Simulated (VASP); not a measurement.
Crystal: BeS.

```
CELL_PARAMETERS angstrom
0.00000 2.43431 2.43431
2.43431 0.00000 2.43431
2.43431 2.43431 0.00000
ATOMIC_POSITIONS crystal
Be 0.00000 0.00000 0.00000
S 0.25000 0.25000 0.25000
```

Base run:

```yaml
Program: VASP 6.6.1
Functional: PBE
Potentials_or_basis: VASP PAW PBE potentials, release 64 (Be, S)
Cutoff: 520 eV
k_mesh: 6 × 6 × 6
Occupations: gaussian, width 0.01 eV
Spin: no spin polarisation
```

Its results: band gap on the k mesh 3.14 eV, indirect (least direct gap 5.67 eV); pressure 0.5 GPa.

**Question.** The run is repeated on the same cell with these changes: functional from PBE to r2SCAN; k mesh from 6 × 6 × 6 to 10 × 10 × 10. What comes out?

**Answer.** Band gap on the k mesh 3.60 eV, indirect (least direct gap 6.26 eV); pressure 0.3 GPa.

Several settings changed at once, so the effect can't be laid on one alone.

Caveats: the PAW data sets were made with another functional, which shifts forces and pressure a little (some runs).

A k mesh can miss the band edges.
